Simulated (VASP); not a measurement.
Runs of VASP 6.6.1 on Fe. The structure is that of space group Im-3m (No. 229), or close to it. The cells are those of the table. 

```tsv
cell	gap on the mesh (eV)	pressure (GPa)	moment (μB)
a = 2.747 Å, 2 atoms	none	21.9	(c)
a = 2.832 Å, 2 atoms	none	(a)	4.38
a = 2.704 Å, 2 atoms	none	37.4	3.96
a = 2.917, b = 2.917, c = 2.754 Å, 2 atoms	none	-5.2	4.50
a = 2.874, b = 2.874, c = 2.791 Å, 2 atoms	none	(b)	4.43
```

Alike in all rows: task single point; level PBE; potentials or basis VASP PAW PBE potentials, release 64 (Fe); spin collinear, ferromagnetic start; k mesh 14 × 14 × 14; cutoff (eV) 520; smearing gaussian 0.1 eV.

Q: Estimate the missing entries.

A: (a) -0.1; (b) -2.9; (c) 4.11.

A gap of «none» marks levels without a gap at the run's occupations.
